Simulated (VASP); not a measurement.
InAs, 2 atoms in the cell. Symmetry: Fm-3m, No. 225, cubic system. The conventional cell has a = 5.755 Å, b = 5.755 Å, c = 5.755 Å, α = 90.00°, β = 90.00°, γ = 90.00°. Within 3.8 Å of In (site symmetry m-3m) lie 6 As at 2.88 Å. Within 3.8 Å of As (site symmetry m-3m) lie 6 In at 2.88 Å. 

```yaml
Program: VASP 6.6.1
Task: single point
Functional: LDA
Potentials_or_basis: VASP PAW LDA potentials, release 64 (In_d, As)
Cutoff: 500 eV
k_mesh: 4 × 4 × 4
Occupations: fermi-dirac, width 0.1 eV
Spin: no spin polarisation
Dipole_correction: no
Further_INCAR_settings: ALGO = Normal; EDIFF = 1e-06; NBANDS = 16
```

Potentials or basis: VASP PAW LDA potentials, release 64 (In_d, As).

Run with:

```console
$ cat potpaw_LDA.64/In_d/POTCAR potpaw_LDA.64/As/POTCAR > POTCAR
$ mpirun -np 1 vasp_std > vasp.out
```

Hardware: 1 thread of AMD EPYC 7R13, on a shared host.

Problem. How long does it take, and how much memory?

Solution. Run time: 17 s on 1 thread of AMD EPYC 7R13, on a shared host, peak memory 0.11 GiB. Counts: scf iterations 13, k points 8.
